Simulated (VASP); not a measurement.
# Ni (Fm-3m) in VASP: further runs

Ni is run at these levels: PBEsol; tasks: single point, relaxation of cell and atoms.

All numbers are computed with VASP 6.6.1; they aren't measurements. Logs are shortened: lines on timing, memory, paths and dates and some standing lists are left out, and cuts for length are marked.

## 1. The cell of the first run

The structure is cubic, space group Fm-3m (No. 225). The conventional cell has a = 3.461 Å, b = 3.461 Å, c = 3.461 Å, α = 90.00°, β = 90.00°, γ = 90.00°. Ni (site symmetry m-3m) has 12 Ni at 2.45 Å within 3.2 Å.

## 2. Single point, PBEsol, collinear spin, ferromagnetic start

The input, INCAR:

```
SYSTEM = Ni
ALGO = Normal
EDIFF = 1E-6
ENCUT = 520
GGA = PS
ISIF = 2
ISMEAR = -1
ISPIN = 2
LASPH = .True.
LCHARG = .False.
LMAXMIX = 4
LORBIT = 11
LREAL = .False.
LWAVE = .False.
MAGMOM = 1.5
NBANDS = 15
NELM = 150
PREC = Accurate
SIGMA = 0.02
```

The input, KPOINTS:

```
k-points
0
Gamma
  11 11 11
  0 0 0
```

The input, POSCAR:

```
Ni
1.0
    0.0000000000      1.7302531144      1.7302531144
    1.7302531144      0.0000000000      1.7302531144
    1.7302531144      1.7302531144      0.0000000000
Ni
1
Direct
    0.0000000000      0.0000000000      0.0000000000
```

Potentials or basis: VASP PAW PBE potentials, release 64 (Ni).

Run with:

```
> cat potpaw_PBE.64/Ni/POTCAR > POTCAR
> mpirun -np 1 vasp_std > vasp.out
```

OUTCAR:

```text
SYSTEM = Ni
   EDIFF = 1E-6
   ENCUT = 520
   GGA = PS
   ISIF = 2
   ISMEAR = -1
   ISPIN = 2
   LASPH = .True.
   LORBIT = 11
   LREAL = .False.
   NELM = 150
   PREC = Accurate

 ion  position               nearest neighbor table
   1  0.000  0.000  0.000-

  LATTYP: Found a face centered cubic cell.
 ALAT       =     3.4605062288

  Lattice vectors:

 A1 = (   0.0000000000,   1.7302531144,   1.7302531144)
 A2 = (   1.7302531144,   0.0000000000,   1.7302531144)
 A3 = (   1.7302531144,   1.7302531144,   0.0000000000)

Analysis of symmetry for initial positions (statically):
=====================================================================
 Subroutine PRICEL returns:
 Original cell was already a primitive cell.

 Routine SETGRP: Setting up the symmetry group for a
 face centered cubic supercell.

 Subroutine GETGRP returns: Found 48 space group operations
 (whereof 48 operations were pure point group operations)
 out of a pool of 48 trial point group operations.

The static configuration has the point symmetry O_h .

Analysis of symmetry for dynamics (positions and initial velocities):
=====================================================================
 Subroutine PRICEL returns:
 Original cell was already a primitive cell.

 Routine SETGRP: Setting up the symmetry group for a
 face centered cubic supercell.

 Subroutine GETGRP returns: Found 48 space group operations
 (whereof 48 operations were pure point group operations)
 out of a pool of 48 trial point group operations.

The dynamic configuration has the point symmetry O_h .

Analysis of structural, dynamic, and magnetic symmetry:
=====================================================================
 Subroutine PRICEL returns:
 Original cell was already a primitive cell.

 Routine SETGRP: Setting up the symmetry group for a
 face centered cubic supercell.

 Subroutine GETGRP returns: Found 48 space group operations
 (whereof 48 operations were pure point group operations)
 out of a pool of 48 trial point group operations.

The overall configuration has the point symmetry O_h .

 Subroutine INISYM returns: Found 48 space group operations
 (whereof 48 operations are pure point group operations),
 and found     1 'primitive' translations

----------------------------------------------------------------------------------------

                                     Primitive cell

  volume of cell :      10.3600

  direct lattice vectors                    reciprocal lattice vectors
     0.000000000  1.730253114  1.730253114    -0.288975061  0.288975061  0.288975061
     1.730253114  0.000000000  1.730253114     0.288975061 -0.288975061  0.288975061
     1.730253114  1.730253114  0.000000000     0.288975061  0.288975061 -0.288975061

  length of vectors
     2.446947421  2.446947421  2.446947421     0.500519488  0.500519488  0.500519488

  position of ions in fractional coordinates (direct lattice)
     0.000000000  0.000000000  0.000000000

  ion indices of the primitive-cell ions
   primitive index   ion index
                 1           1

----------------------------------------------------------------------------------------

 KPOINTS: k-points

Automatic generation of k-mesh.
 Grid dimensions read from file:
 generate k-points for:   11   11   11

 Generating k-lattice:

  Cartesian coordinates                     Fractional coordinates (reciprocal lattice)
    -0.026270460  0.026270460  0.026270460     0.090909091  0.000000000  0.000000000
     0.026270460 -0.026270460  0.026270460     0.000000000  0.090909091  0.000000000
     0.026270460  0.026270460 -0.026270460     0.000000000  0.000000000  0.090909091

  Length of vectors
     0.045501772  0.045501772  0.045501772

  Shift w.r.t. Gamma in fractional coordinates (k-lattice)
     0.000000000  0.000000000  0.000000000

 Subroutine IBZKPT returns following result:
 ===========================================

 Found     56 irreducible k-points:

 Following reciprocal coordinates:
            Coordinates               Weight
  0.000000  0.000000  0.000000      1.000000
  0.090909  0.000000  0.000000      8.000000
  0.181818  0.000000  0.000000      8.000000
  0.272727  0.000000  0.000000      8.000000
  0.363636  0.000000  0.000000      8.000000
  0.454545  0.000000  0.000000      8.000000
[... 16 lines left out ...]
 -0.272727  0.181818  0.000000     24.000000
 -0.181818  0.181818  0.000000     12.000000
 [... further k-points ...]
   k-points           NKPTS =     56   k-points in BZ     NKDIM =     56   number of bands    NBANDS=     15
   number of dos      NEDOS =    301   number of ions     NIONS =      1
   total plane-waves  NPLWV =   5832
   dimension x,y,z NGX =    18 NGY =   18 NGZ =   18
   dimension x,y,z NGXF=    36 NGYF=   36 NGZF=   36
   ions per type =               1
   NGX,Y,Z   is equivalent  to a cutoff of  12.23, 12.23, 12.23 a.u.
   NGXF,Y,Z  is equivalent  to a cutoff of  24.46, 24.46, 24.46 a.u.
 SYSTEM =  Ni
   PREC   = accura    normal or accurate (medium, high low for compatibility)
   ISTART =      0    job   : 0-new  1-cont  2-samecut
   ICHARG =      2    charge: 1-file 2-atom 10-const
   ISPIN  =      2    spin polarized calculation?
   LNONCOLLINEAR =      F non collinear calculations
   LSORBIT =      F    spin-orbit coupling
   LASPH  =      T    aspherical Exc in radial PAW
   ENCUT  =  520.0 eV  38.22 Ry    6.18 a.u.   4.55  4.55  4.55*2*pi/ulx,y,z
   NELM   =    150;   NELMIN=  2; NELMDL= -5     # of ELM steps
   EDIFF  = 0.1E-05   stopping-criterion for ELM
   LREAL  =      F    real-space projection
[... 7 lines left out ...]
   TEBEG  =    0.0;   TEEND  =   0.0 temperature during run
   PSTRESS=    0.0 pullay stress
   NELECT =      10.0000    total number of electrons
   NUPDOWN=      -1.0000    fix difference up-down
   EMIN   =  10.00;   EMAX   =-10.00  energy-range for DOS
   EFERMI =   0.00;   METHOD = LEGACY
   ISMEAR =    -1;   SIGMA  =   0.02  broadening in eV -4-tet -1-fermi 0-gaus
   EFERMI_NEDOS =   21; number of points for ismear=-14 and -15
   IALGO  =     38    algorithm
   IMIX   =      4    mixing-type and parameters
     AMIX     =   0.40;   BMIX     =  1.00
     AMIX_MAG =   1.60;   BMIX_MAG =  1.00
  volume/ion in A,a.u.               =      10.36        69.91
  Fermi-wavevector in a.u.,A,eV,Ry     =   1.617913  3.057412 35.615193  2.617643
  Thomas-Fermi vector in A             =   2.712261
   LORBIT       =     11    0 simple, 1 ext, 2 COOP (PROOUT), +10 PAW based schemes
   GGA     = PS    functional components
   LHFCALC =     F    Hartree Fock is set to
   AEXX    =    0.0000 exact exchange contribution
   IVDW    =     0    specifies the selected vdW correction
   LEPSILON=     F    determine dielectric tensor
   LRPA    =     F    only Hartree local field effects (RPA)
 spin polarized calculation
  energy-cutoff  :      520.00
  volume of cell :       10.36
 maximum number of plane-waves:       291
   NGX =  9   NGY =  9   NGZ =  9

 number of electron      10.0000000 magnetization       1.5000000

 number of electron       9.9999993 magnetization       0.5666561

 Free energy of the ion-electron system (eV)
  ---------------------------------------------------
  ext. energy  EPLUGINS =         0.00000000
  ---------------------------------------------------
  free energy    TOTEN  =        -6.13899836 eV

  energy without entropy =       -6.13693989  energy(sigma->0) =       -6.13796913

 E-fermi :   9.9039     XC(G=0): -13.7279

 val. band max:        9.8684496490   @ k =  -0.4545   0.4545   0.0000
 cond. band min:       9.9149417215   @ k =   0.3636   0.2727   0.0000
 fundamental gap:      0.0464920725
 Fermi energy:         9.9039333439

 spin component 1

 k-point     1 :       0.0000    0.0000    0.0000
  band No.  band energies     occupation
      1       0.4956      1.00000
      2       7.3734      1.00000
      3       7.3734      1.00000
      4       7.3734      1.00000
      5       8.6285      1.00000
      6       8.6285      1.00000
      7      34.0114      0.00000
      8      38.2402      0.00000
      9      38.2402      0.00000
     10      38.2402      0.00000
     11      41.3330      0.00000
     12      41.3330      0.00000
     13      41.3330      0.00000
     14      44.2322      0.00000
     15      51.0690      0.00000
[... 397 lines left out ...]
 k-point    24 :      -0.1818    0.1818    0.0000
  band No.  band energies     occupation
      1       3.6633      1.00000
      2       6.7273      1.00000
      3       7.4852      1.00000
      4       8.0479      1.00000
      5       8.1650      1.00000
      6       9.4452      1.00000
      7      25.6990      0.00000
      8      26.5527      0.00000
      9      36.5946      0.00000
     10      37.7372      0.00000
     11      39.6984      0.00000
     12      42.8906      0.00000
     13      43.7604      0.00000
     14      49.3760      0.00000
     15      52.4858      0.00000

 [... further k-points ...]

 spin component 2

 k-point     1 :       0.0000    0.0000    0.0000
  band No.  band energies     occupation
      1       0.4758      1.00000
      2       8.0371      1.00000
      3       8.0371      1.00000
      4       8.0371      1.00000
      5       9.1800      1.00000
      6       9.1800      1.00000
      7      33.9003      0.00000
      8      38.2252      0.00000
      9      38.2252      0.00000
     10      38.2252      0.00000
     11      41.4386      0.00000
     12      41.4386      0.00000
     13      41.4386      0.00000
     14      44.1358      0.00000
     15      51.2515      0.00000
[... 397 lines left out ...]
 k-point    24 :      -0.1818    0.1818    0.0000
  band No.  band energies     occupation
      1       3.6832      1.00000
      2       7.3170      1.00000
      3       8.0494      1.00000
      4       8.6893      1.00000
      5       8.7432      1.00000
      6      10.0636      0.00034
      7      25.8496      0.00000
      8      26.6321      0.00000
      9      36.5799      0.00000
     10      37.8026      0.00000
     11      39.6392      0.00000
     12      42.9555      0.00000
     13      43.8610      0.00000
     14      49.5794      0.00000
     15      52.4771      0.00000

 [... further k-points ...]

------------------------ aborting loop because EDIFF is reached ----------------------------------------

  FORCE on cell =-STRESS in cart. coord.  units (eV):
  Direction    XX          YY          ZZ          XY          YZ          ZX
  --------------------------------------------------------------------------------------
  -------------------------------------------------------------------------------------
  Total        0.0077247      0.0077247      0.0077247      0.0000000      0.0000000     -0.0000000
  in kB        1.1946231      1.1946231      1.1946231      0.0000000      0.0000000     -0.0000000
  external PRESSURE =       1.1946231 kB  Pullay stress =       0.0000000 kB

 VOLUME and BASIS-vectors are now :
 -----------------------------------------------------------------------------
  energy-cutoff  :      520.00
  volume of cell :       10.36
      direct lattice vectors                 reciprocal lattice vectors
     0.000000000  1.730253114  1.730253114    -0.288975061  0.288975061  0.288975061
     1.730253114  0.000000000  1.730253114     0.288975061 -0.288975061  0.288975061
     1.730253114  1.730253114  0.000000000     0.288975061  0.288975061 -0.288975061

 POSITION                                       TOTAL-FORCE (eV/Angst)
 -----------------------------------------------------------------------------------
      0.00000      0.00000      0.00000        -0.000000     -0.000000     -0.000000
 -----------------------------------------------------------------------------------
    total drift:                                0.000000     -0.000000     -0.000000

  FREE ENERGIE OF THE ION-ELECTRON SYSTEM (eV)
  ---------------------------------------------------
  free  energy   TOTEN  =        -6.1389983626 eV

  energy  without entropy=       -6.1369398921  energy(sigma->0) =       -6.13796913

 total charge

# of ion       s       p       d       tot
------------------------------------------
    1        0.521   0.548   8.337   9.405

 magnetization (x)

# of ion       s       p       d       tot
------------------------------------------
    1       -0.007  -0.026   0.607   0.574
```

Wall time 31 s (1 thread of Intel Xeon 8259CL, shared host); peak memory 0.13 GiB.

What came out:

```yaml
Free_energy: -6.1390 eV
Pressure: 0.1 GPa
Net_moment: 0.57 μB per cell
Site_moments: Ni +0.57 μB
Valence_electrons_inside_the_program's_atomic_spheres: Ni 9.40
```

Caveat: the PAW data sets were made with another functional, which shifts forces and pressure a little.

(Part 1 of 2 ends here.)
